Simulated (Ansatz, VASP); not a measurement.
**One calculation of MgCd3O4, two programs**

```
CELL_PARAMETERS angstrom
4.68005 0.00000 0.00000
0.00000 4.68005 0.00000
0.00000 0.00000 4.68005
ATOMIC_POSITIONS crystal
Mg 0.50000 0.50000 0.50000
Cd 0.50000 0.00000 0.00000
Cd 0.00000 0.00000 0.50000
Cd 0.00000 0.50000 0.00000
O 0.00000 0.50000 0.50000
O 0.50000 0.50000 0.00000
O 0.00000 0.00000 0.00000
O 0.50000 0.00000 0.50000
```

Alike in both runs: functional PBE; k mesh 8 × 8 × 8; occupations gaussian, width 0.1 eV; no spin polarisation.

Ansatz relaxed the structure, and its values are those at the end. VASP's run is a single point on that final structure, the one shown.

```csv
,VASP,Ansatz
version,VASP 6.6.1,Ansatz 0.2.0
potentials or method,"VASP PAW PBE potentials, release 64 (Mg, Cd, O), cutoff 520 eV","scalar-relativistic, plane waves, PAW"
valence electrons in the cell,62,94
```

Ansatz gave:

| Item | Value |
| --- | --- |
| gap on the k mesh at the Fermi level (eV) | none |
| pressure (GPa) | 0.0 |

Task: Estimate VASP's values.

Result: gap on the k mesh at the Fermi level (eV): none; pressure (GPa): 1.0.

A gap of «none» marks a metal or a gap that the smearing closes. The functional is the same, so the differences come from potentials, cutoffs and numerics. VASP's potentials hold 62 valence electrons a cell and Ansatz's 94, so a difference there can come from the potentials and not from the codes.
